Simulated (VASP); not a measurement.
Wanted: the native input for a VASP 6.6.1 run.

```yaml
Task: single point
Functional: PBE
Potentials_or_basis: VASP PAW PBE potentials, release 64 (As)
Cutoff: 520 eV
k_mesh: 16 × 16 × 16
Occupations: fermi-dirac, width 0.05 eV
Spin: no spin polarisation
Dipole_correction: no
Further_INCAR_settings: ALGO = Normal; EDIFF = 1e-06; NBANDS = 8
```

The structure of As lies in POSCAR:

```
As
1.0
    0.0000000000      2.1302175360      2.1302175360
    2.1302175360      0.0000000000      2.1302175360
    2.1302175360      2.1302175360      0.0000000000
As
1
Direct
    0.0000000000      0.0000000000      0.0000000000
```

The input as run:

INCAR

```
SYSTEM = As
PREC = Accurate ; ENCUT = 520
EDIFF = 1E-6 ; ISMEAR = -1
SIGMA = 0.05 ; LREAL = .FALSE.
LASPH = .TRUE. ; NELM = 100
ALGO = Normal ; ISIF = 2
LWAVE = .FALSE. ; LCHARG = .FALSE.
GGA = PE ; NBANDS = 8
```

KPOINTS

```
regular mesh
0
G
  16 16 16
  0 0 0
```

Potentials or basis: VASP PAW PBE potentials, release 64 (As).

Run with:

```console
$ cat potpaw_PBE.64/As/POTCAR > POTCAR
$ mpirun -np 1 vasp_std > vasp.out
```

Results of the run:

```
Pressure : 0.0 GPa
```

Run time: 6 s on 1 thread of Intel(R) Xeon(R) Platinum 8559C (Emerald Rapids), on a shared host, peak memory 0.14 GiB.
